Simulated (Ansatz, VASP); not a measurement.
**Ir in VASP and in Ansatz**

INCAR

```
ALGO = Normal ; EDIFF = 1E-7
ENCUT = 520 ; GGA = PE
GGA_COMPAT = F ; ISIF = 2
ISMEAR = -1 ; LASPH = T
LCHARG = F ; LMAXMIX = 4
LORBIT = 11 ; LORBMOM = T
LREAL = F ; LSORBIT = T
LWAVE = F ; MAGMOM = -0.707 0 0.707 -0.707 0 0.707
NBANDS = 30 ; NELM = 150
PREC = Accurate ; SIGMA = 0.1375
```

File KPOINTS:

```
k-points
0
Gamma
  9 9 9
```

POSCAR

```
Ir
1.0
   -1.9248688900     -3.8497377800     -1.9248688900
   -1.9248688900      0.0000000000     -1.9248688900
    1.9248688900      0.0000000000     -1.9248688900
Ir
2
Direct
    0.0000000000      0.0000000000      0.0000000000
    0.5000000000      0.0000000000      0.5000000000
```

Input for Ansatz:

```yaml
crystal:
  lattice:
    - [1.92486889, 3.84973778, 1.92486889]
    - [1.92486889, 0.0, 1.92486889]
    - [-1.92486889, 0.0, 1.92486889]
  atoms:
    - { symbol: Ir, position: [0.0, 0.0, 0.0], spin: 1, spin_axis: [-0.70711, 0.0, 0.70711] }
    - { symbol: Ir, position: [0.5, 0.0, 0.5], spin: 1, spin_axis: [-0.70711, 0.0, 0.70711] }
  symmetry: { tolerance: 0.0003 }
kpoints:
  mp_grid: { grid: [9, 9, 9], shift: [0, 0, 0] }
  band_path:
    path:
      - [0.0, 0.0, 0.0]
      - [1.0, 0.0, 0.0]
      - [1.25, 0.25, 0.0]
      - [1.125, 0.375, -0.375]
      - [0.0, 0.0, 0.0]
      - [1.0, 0.5, 0.0]
      - [1.25, 0.25, -0.25]
      - [1.0, 0.0, 0.0]
    npoints: 8
magnetization:
  noncollinear: true
  spin_orbit: true
scf:
  occupations: { method: fermi_dirac, width: 0.1375 }
  lower_state_search: "off"
  max_iter: 200
hamiltonian:
  pseudopotentials: { kind: paw_fr }
  xc: pbe
basis:
  ecutwfc: 420
  fft_grid_basis: typed
output:
  forces: true
  stress: true
  eigenvalues: true
  bader: true
  populations: true
  elf: true
  write_potential: true
  volumetric_format: npy
  dos:
    e_range: [-12, 8]
    de: 0.05
    projected: { site_lists: { Ir: [Ir] } }
    method: { smearing: { sigma: 0.1, scheme: gaussian } }
checkpoint:
  read: saved_state
```

Alike in both runs: task single point; functional PBE; k mesh 9 × 9 × 9; occupations fermi-dirac, width 0.1375 eV; non-collinear spin, spin-orbit coupling.

|  | VASP | Ansatz |
| --- | --- | --- |
| version | VASP 6.6.1 | Ansatz 0.2.0 |
| potentials or method | VASP PAW PBE potentials, release 64 (Ir), cutoff 520 eV | PAW plane waves |
| valence electrons in the cell | 18 | 34 |

VASP gave:

```
pressure (GPa)           : 7.9
net moment per atom (μB) : 0.00
```

Q: Estimate Ansatz's values.

A: Pressure (GPa): 6.9; net moment per atom (μB): 0.00.

VASP's potentials hold 18 valence electrons a cell and Ansatz's 34, so a difference there can come from the potentials and not from the codes. Ansatz's warnings: seeded moment not kept, stress scf threshold loose.
